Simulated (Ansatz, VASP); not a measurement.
# GaAs in VASP and in Ansatz

INCAR

```
SYSTEM = GaAs
  ALGO = Normal
  EDIFF = 1E-6
  ENCUT = 520
  GGA = PE
  ISIF = 2
  ISMEAR = 0
  LASPH = .True.
  LCHARG = .False.
  LREAL = .False.
  LWAVE = .False.
  NBANDS = 16
  NELM = 100
  PREC = Accurate
  SIGMA = 0.03
```

KPOINTS

```
k-points
0
Gamma
  10 10 10
  0 0 0
```

Contents of POSCAR:

```
GaAs
1.0
    0.0000000000      2.8726922659      2.8152384206
    2.8726922659      0.0000000000      2.8152384206
    2.8726922659      2.8726922659      0.0000000000
Ga As
1 1
Direct
    0.0000000000      0.0000000000      0.0000000000
    0.7500000000      0.7500000000      0.7500000000
```

Input for Ansatz:

```yaml
crystal:
  lattice:
    - [0.0, 2.8726922659, 2.8152384206]
    - [2.8726922659, 0.0, 2.8152384206]
    - [2.8726922659, 2.8726922659, 0.0]
  atoms:
    - { symbol: Ga, position: [0.0, 0.0, 0.0] }
    - { symbol: As, position: [0.75, 0.75, 0.75] }
basis:
  ecutwfc: 420
kpoints:
  mp_grid: { grid: [10, 10, 10] }
hamiltonian:
  xc: pbe
scf:
  occupations: { method: gaussian, width: 0.03 }
output:
  forces: true
  stress: true
  eigenvalues: true
  write_density: true
  write_potential: true
  elf: true
  volumetric_format: npy
```

Change from the starting cell: strain -0.0200 x Voigt [0, 0, 1, 0, 0, 0], atoms carried along.

Alike in both runs: task single point; functional PBE; k mesh 10 × 10 × 10; occupations gaussian, width 0.03 eV; no spin polarisation.

|  | VASP | Ansatz |
| --- | --- | --- |
| version | VASP 6.6.1 | Ansatz 0.2.0 |
| potentials or method | VASP PAW PBE potentials, release 64 (Ga_d, As), cutoff 520 eV | scalar-relativistic, plane waves, PAW |
| valence electrons in the cell | 18 | 28 |

VASP gave:

* gap on the k mesh at the Fermi level (eV): 0.24
* least direct gap on the mesh (eV): 0.24
* pressure (GPa): 1.4
* traceless stress, the component that is largest in VASP (GPa): 0.75

Task: Which values does Ansatz return?

Result: gap on the k mesh at the Fermi level (eV): 0.23; least direct gap on the mesh (eV): 0.23; pressure (GPa): 1.3; traceless stress, the component that is largest in VASP (GPa): 0.76.

With one functional, cell and mesh, what is left measures potentials, basis and numerics. VASP's potentials hold 18 valence electrons a cell and Ansatz's 28, so a difference there can come from the potentials and not from the codes.
